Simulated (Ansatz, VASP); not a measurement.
HfAl3N in VASP and in Ansatz

```
Hf Al N
1.0
     4.18227    0.00000    0.00000
     0.00000    4.18227    0.00000
     0.00000    0.00000    4.18227
Hf Al N
1 3 1
Direct
  0.50000 0.50000 0.50000
  0.50000 0.00000 0.00000
  0.00000 0.50000 0.00000
  0.00000 0.00000 0.50000
  0.00000 0.00000 0.00000
```

Alike in both runs: functional PBE; k mesh 4 × 4 × 4; occupations gaussian, width 0.1 eV; no spin polarisation.

Ansatz relaxed the structure, and its values are those at the end. VASP's run is a single point on that final structure, the one shown.

```csv
,VASP,Ansatz
version,VASP 6.6.1,Ansatz 0.2.0
potentials or method,"VASP PAW PBE potentials, release 64 (Hf_pv, Al, N), cutoff 520 eV","scalar-relativistic, plane waves, PAW"
valence electrons in the cell,24,40
```

```csv
,VASP,Ansatz,Ansatz less VASP
gap on the k mesh at the Fermi level (eV),none,none,-
pressure (GPa),-0.1,-0.1,-0.01
```

A gap of «none» marks a metal or a gap that the smearing closes. VASP's potentials hold 24 valence electrons a cell and Ansatz's 40, so a difference there can come from the potentials and not from the codes.

The k mesh is coarse, so the values compare programs but aren't converged. Neither program's run includes spin-orbit coupling.
